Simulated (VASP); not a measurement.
Input of a VASP 6.6.1 run:

INCAR

```
ALGO = Normal
EDIFF = 1E-7
EDIFFG = -0.03
ENCUT = 500
GGA = PS
GGA_COMPAT = False
IBRION = 2
ISIF = 3
ISMEAR = 0
LASPH = True
LCHARG = False
LREAL = False
LWAVE = False
NELM = 120
NELMIN = 4
NSW = 60
PREC = Accurate
SIGMA = 0.01
```

KPOINTS

```
k-points
0
Gamma
  4 4 4
```

The input POSCAR:

```
SnTe
1.0
    6.3000000000      0.0000000000      0.0000000000
    0.0000000000      6.3000000000      0.0000000000
    0.0000000000      0.0000000000      6.3000000000
Sn Te
4 4
Direct
    0.0000000000      0.0000000000      0.0000000000
    0.0000000000      0.5000000000      0.5000000000
    0.5000000000      0.0000000000      0.5000000000
    0.5000000000      0.5000000000      0.0000000000
    0.5000000000      0.5000000000      0.5000000000
    0.0000000000      0.0000000000      0.5000000000
    0.0000000000      0.5000000000      0.0000000000
    0.5000000000      0.0000000000      0.0000000000
```

Potentials or basis: VASP PAW PBE potentials, release 64 (Sn_d, Te).

Launch:

```console
$ cat potpaw_PBE.64/Sn_d/POTCAR potpaw_PBE.64/Te/POTCAR > POTCAR
$ mpirun -np 1 vasp_std > vasp.out
```

**Question.** Predict the relaxed volume.

**Answer.** 30.93 Å³/atom.

**Question.** Estimate the space group after relaxing (to 0.1 Å).

**Answer.** Fm-3m (No. 225).

The path:
```tsv
step	energy change (eV)	largest force (eV/Å)	pressure (GPa)	volume (Å³)
1	0.0000	0.0000	-0.49	250.05
2	-0.0035	0.0000	0.17	246.59
3	-0.0040	0.0000	0.00	247.46
```

Caveat: the PAW data sets were made with another functional, which shifts forces and pressure a little.
